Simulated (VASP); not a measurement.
# Si2Mo (I4/mmm) in VASP: notebook, part 2 of 2

VASP 6.6.1. The steps go on from the part before.

### 3 Single point, PBE

This run uses another cell than the first one, of 13.58 Å³/atom, 1.031 times its volume.

INCAR

```
ALGO = Normal
EDIFF = 1E-7
ENCUT = 520
GGA = PE
ISIF = 2
ISMEAR = 0
LASPH = T
LCHARG = T
LELF = T
LREAL = F
LVHAR = T
LWAVE = F
NBANDS = 18
NELM = 80
PREC = Accurate
SIGMA = 0.15
```

KPOINTS

```
k-points
0
Gamma
  14 14 14
```

POSCAR

```
Si2Mo
1.0
   -1.6084236828      1.6084236828      3.9365100029
    1.6084236828     -1.6084236828      3.9365100029
    1.6084236828      1.6084236828     -3.9365100029
Si Mo
2 1
Direct
    0.3350991394      0.3350991394      0.0000000000
    0.6649008606      0.6649008606      0.0000000000
    0.0000000000      0.0000000000      0.0000000000
```

Potentials or basis: VASP PAW PBE potentials, release 64 (Si, Mo_sv).

The run is started by

```bash
> cat potpaw_PBE.64/Si/POTCAR potpaw_PBE.64/Mo_sv/POTCAR > POTCAR
> mpirun -np 1 vasp_std > vasp.out
```

It took 2.1 min on 1 thread of Intel Xeon 6975P-C (Granite Rapids), shared host; peak memory 0.32 GiB.

The run converged. Its results:

```yaml
Free_energy: -23.2627 eV
Pressure: 0.2 GPa
Largest_force: 0.003 eV/Å
Band_gap_on_the_k_mesh: zero (band 11 reaches 12.54 eV, above the bottom of band 12 at 11.59 eV)
```

Forces in eV/Å, atoms in the order of the input:
```
Si   0.000  0.000 -0.003
Si   0.000  0.000  0.003
Mo   0.000  0.000  0.000
```

Levels at points of the mesh, in eV from the Fermi level:
| k point | band 8 | band 9 | band 10 | band 11 | band 12 | band 13 | band 14 | band 15 |
| --- | --- | --- | --- | --- | --- | --- | --- | --- |
| (0.00, 0.00, 0.00) | -2.99 | -2.59 | -2.59 | 0.36 | 3.07 | 3.24 | 3.47 | 3.47 |
| (0.50, 0.00, 0.00) | -4.46 | -2.55 | -2.52 | -0.49 | 2.21 | 3.07 | 3.97 | 4.17 |
| (0.50, 0.50, 0.00) | -5.21 | -4.39 | -3.00 | -1.21 | 2.26 | 2.67 | 3.10 | 3.31 |
| (0.50, 0.50, 0.50) | -2.15 | -0.57 | -0.57 | -0.49 | -0.49 | 0.49 | 4.69 | 4.98 |

### 4 Single point, PBE

This run uses another cell than the first one: it holds 6 atoms, not 3.

INCAR

```
  PREC = Accurate
  ENCUT = 520
  EDIFF = 1E-7
  ISMEAR = 0
  SIGMA = 0.1
  LREAL = False
  LASPH = True
  NELM = 60
  ALGO = Normal
  ISIF = 2
  LWAVE = False
  LCHARG = False
  GGA = PE
  NBANDS = 31
```

KPOINTS

```
regular mesh
0
Gamma
  12 12 6
```

POSCAR

```
Si2Mo
1.0
    3.2168473629      0.0000000000      0.0000000000
    0.0000000000      3.2168473629      0.0000000000
    0.0000000000      0.0000000000      7.8730200112
Si Mo
4 2
Direct
    0.0000000000      0.0000000000      0.3350991396
    0.5000000000      0.5000000000      0.1649008604
    0.5000000000      0.5000000000      0.8350991396
    0.0000000000      0.0000000000      0.6649008604
    0.0000000000      0.0000000000      0.0000000000
    0.5000000000      0.5000000000      0.5000000000
```

The run is started by

```bash
> cat potpaw_PBE.64/Si/POTCAR potpaw_PBE.64/Mo_sv/POTCAR > POTCAR
> mpirun -np 1 vasp_std > vasp.out
```

Run time: 3.4 min. Hardware: 1 thread of Intel Xeon Platinum 8259CL at 2.50GHz (Skylake/Cascade Lake), shared host; peak memory 0.33 GiB.

The run converged. Its results:

```
Free energy            : -46.5235 eV
Pressure               : 0.2 GPa
Largest force          : 0.008 eV/Å
Band gap on the k mesh : zero (band 22 reaches 12.53 eV, above the bottom of band 23 at 11.69 eV)
```

Forces in eV/Å, atoms in the order of the input:
```
Si   0.000  0.000  0.008
Si   0.000  0.000 -0.008
Si   0.000  0.000  0.008
Si   0.000  0.000 -0.008
Mo   0.000  0.000  0.000
Mo   0.000  0.000  0.000
```

Stress tensor (GPa, compression positive):
```
0.19 0.00 0.00
0.00 0.19 0.00
0.00 0.00 0.09
```

Levels at points of the mesh, in eV from the Fermi level:
| k point | band 18 | band 19 | band 20 | band 21 | band 22 | band 23 | band 24 | band 25 | band 26 | band 27 |
| --- | --- | --- | --- | --- | --- | --- | --- | --- | --- | --- |
| (0.00, 0.00, 0.00) | -2.17 | -0.58 | -0.58 | -0.50 | -0.50 | 0.34 | 0.48 | 3.05 | 3.23 | 3.45 |
| (0.50, 0.00, 0.00) | -2.51 | -2.38 | -2.38 | -0.70 | -0.70 | 1.83 | 1.83 | 3.24 | 3.24 | 3.49 |
| (0.50, 0.50, 0.00) | -4.41 | -3.01 | -3.01 | -1.23 | -1.23 | 2.25 | 2.25 | 2.66 | 2.66 | 3.08 |
| (0.00, 0.00, 0.50) | -2.06 | -2.06 | -2.06 | 0.41 | 0.41 | 1.65 | 1.65 | 1.65 | 1.65 | 1.89 |
| (0.50, 0.00, 0.50) | -2.56 | -2.54 | -2.54 | -0.51 | -0.51 | 2.20 | 2.20 | 3.05 | 3.05 | 3.95 |
| (0.50, 0.50, 0.50) | -2.73 | -2.07 | -2.07 | -2.07 | -2.07 | 0.25 | 0.25 | 2.25 | 2.25 | 3.97 |

### 5 Single point, PBE (biaxial strain in the a-b plane: +1.5 %)

INCAR

```
PREC = Accurate
ENCUT = 520
EDIFF = 1E-7
ISMEAR = 0
SIGMA = 0.1
LREAL = False
LASPH = True
NELM = 100
ALGO = Normal
ISIF = 2
LWAVE = False
LCHARG = True
GGA = PE
LELF = True
LVHAR = True
NBANDS = 31
```

KPOINTS

```
Automatic mesh
0
Gamma
  12 12 6
```

Changes to POSCAR since step 4:

```diff
@@ -2,5 +2,5 @@
 1.0
-    3.2168473629      0.0000000000      0.0000000000
-    0.0000000000      3.2168473629      0.0000000000
-    0.0000000000      0.0000000000      7.8730200112
+    3.2651000734      0.0000000000      0.0000000000
+    0.0000000000      3.2651000734      0.0000000000
+    0.0000000000      0.0000000000      7.8021628311
 Si Mo
```

The run is started by

```bash
> cat potpaw_PBE.64/Si/POTCAR potpaw_PBE.64/Mo_sv/POTCAR > POTCAR
> mpirun -np 1 vasp_std > vasp.out
```

It took 2.8 min on 1 thread of Intel Xeon Platinum 8259CL at 2.50GHz (Skylake/Cascade Lake), shared host; peak memory 0.33 GiB.

It converged, with:

* Free energy: -46.4720 eV
* Pressure: -3.4 GPa
* Largest force: 0.027 eV/Å
* Band gap on the k mesh: zero (band 22 reaches 12.10 eV, above the bottom of band 23 at 11.28 eV)

Forces on the atoms (eV/Å):
```
Si   0.000  0.000  0.027
Si   0.000  0.000 -0.027
Si   0.000  0.000  0.027
Si   0.000  0.000 -0.027
Mo   0.000  0.000  0.000
Mo   0.000  0.000  0.000
```

Stress tensor (GPa, compression positive):
```
-6.20  0.00  0.00
 0.00 -6.20  0.00
 0.00  0.00  2.05
```

Levels at points of the mesh, in eV from the Fermi level:
```tsv
k point	band 18	band 19	band 20	band 21	band 22	band 23	band 24	band 25	band 26	band 27
(0.00, 0.00, 0.00)	-2.06	-0.57	-0.57	-0.46	-0.46	0.31	0.45	2.89	3.31	3.31
(0.50, 0.00, 0.00)	-2.47	-2.01	-2.01	-0.67	-0.67	1.84	1.84	3.32	3.32	3.44
(0.50, 0.50, 0.00)	-4.28	-2.70	-2.70	-1.17	-1.17	2.16	2.16	2.66	2.66	3.32
(0.00, 0.00, 0.50)	-2.03	-1.83	-1.83	0.38	0.38	1.63	1.63	1.63	1.63	1.84
(0.50, 0.00, 0.50)	-2.53	-2.34	-2.34	-0.46	-0.46	2.12	2.12	2.97	2.97	3.98
(0.50, 0.50, 0.50)	-2.56	-1.89	-1.89	-1.89	-1.89	0.40	0.40	2.16	2.16	4.02
```

Caveat: the cell differs from its parent crystal (biaxial strain in the a-b plane: +1.5 %).

### 6 Single point, PBE (biaxial strain in the a-b plane: +1.5 %, then relaxed in part)

INCAR

```
SYSTEM = Si2Mo
PREC = Accurate
ENCUT = 520
EDIFF = 1E-7
ISMEAR = 0
SIGMA = 0.1
LREAL = .False.
LASPH = .True.
NELM = 80
ALGO = Normal
ISIF = 2
LWAVE = .False.
LCHARG = .False.
GGA = PE
NBANDS = 31
```

KPOINTS

```
Automatic mesh
0
Gamma
  12 12 6
  0 0 0
```

POSCAR

```
Si2Mo
1.0
    3.2651000734      0.0000000000      0.0000000000
    0.0000000000      3.2651000734      0.0000000000
    0.0000000000      0.0000000000      7.8331239123
Si Mo
4 2
Direct
    0.0000000000      0.0000000000      0.3353717818
    0.5000000000      0.5000000000      0.1646282182
    0.5000000000      0.5000000000      0.8353717818
    0.0000000000      0.0000000000      0.6646282182
    0.0000000000      0.0000000000      0.0000000000
    0.5000000000      0.5000000000      0.5000000000
```

Potentials or basis: VASP PAW PBE potentials, release 64 (Si, Mo_sv).

The run is started by

```bash
> cat potpaw_PBE.64/Si/POTCAR potpaw_PBE.64/Mo_sv/POTCAR > POTCAR
> mpirun -np 1 vasp_std > vasp.out
```

Wall time 2.9 min (1 thread of Intel Xeon Platinum 8259CL at 2.50GHz (Skylake/Cascade Lake), shared host); peak memory 0.35 GiB.

Results (log left out):

```yaml
Free_energy: -46.4744 eV
Pressure: -4.3 GPa
Band_gap_on_the_k_mesh: zero (band 22 reaches 12.05 eV, above the bottom of band 23 at 11.24 eV)
```

Stress tensor (GPa, compression positive):
```
-6.47  0.00  0.00
 0.00 -6.47  0.00
 0.00  0.00  0.13
```

Levels at points of the mesh, in eV from the Fermi level:
| k point | band 18 | band 19 | band 20 | band 21 | band 22 | band 23 | band 24 | band 25 | band 26 | band 27 |
| --- | --- | --- | --- | --- | --- | --- | --- | --- | --- | --- |
| (0.00, 0.00, 0.00) | -2.04 | -0.55 | -0.55 | -0.47 | -0.47 | 0.31 | 0.45 | 2.89 | 3.30 | 3.30 |
| (0.50, 0.00, 0.00) | -2.46 | -2.05 | -2.05 | -0.66 | -0.66 | 1.83 | 1.83 | 3.29 | 3.29 | 3.41 |
| (0.50, 0.50, 0.00) | -4.26 | -2.72 | -2.72 | -1.19 | -1.19 | 2.15 | 2.15 | 2.63 | 2.63 | 3.26 |
| (0.00, 0.00, 0.50) | -2.01 | -1.85 | -1.85 | 0.38 | 0.38 | 1.62 | 1.62 | 1.62 | 1.62 | 1.81 |
| (0.50, 0.00, 0.50) | -2.51 | -2.34 | -2.34 | -0.45 | -0.45 | 2.11 | 2.11 | 2.99 | 2.99 | 3.92 |
| (0.50, 0.50, 0.50) | -2.57 | -1.91 | -1.91 | -1.91 | -1.91 | 0.37 | 0.37 | 2.15 | 2.15 | 4.00 |

Caveat: the cell differs from its parent crystal (biaxial strain in the a-b plane: +1.5 %, then relaxed in part).

### 7 Summary

```tsv
task	cell	k mesh	cutoff (eV)	smearing	gap on the mesh (eV)	pressure (GPa)	largest force (eV/Å)
relaxation of shape and atoms at fixed volume	relaxed from a = 4.501 Å, angles 138.6, 138.6, 60.0°, 3 atoms	18 × 18 × 18	600	gaussian 0.1 eV	none	6.8	-
single point	a = 4.546 Å, angles 138.6, 138.6, 60.0°, 3 atoms	14 × 14 × 14	520	gaussian 0.15 eV	none	0.2	-
single point	a = 3.217, b = 3.217, c = 7.873 Å, 6 atoms	12 × 12 × 6	520	gaussian 0.1 eV	none	0.2	0.01
single point	a = 3.265, b = 3.265, c = 7.802 Å, 6 atoms	12 × 12 × 6	520	gaussian 0.1 eV	none	-3.4	0.03
single point	a = 3.265, b = 3.265, c = 7.833 Å, 6 atoms	12 × 12 × 6	520	gaussian 0.1 eV	none	-4.3	-
```

Alike in all rows: level PBE; potentials or basis VASP PAW PBE potentials, release 64 (Si, Mo_sv); no spin polarisation.

Total energies depend on the potentials used, so only differences within one code and one set of settings carry meaning.
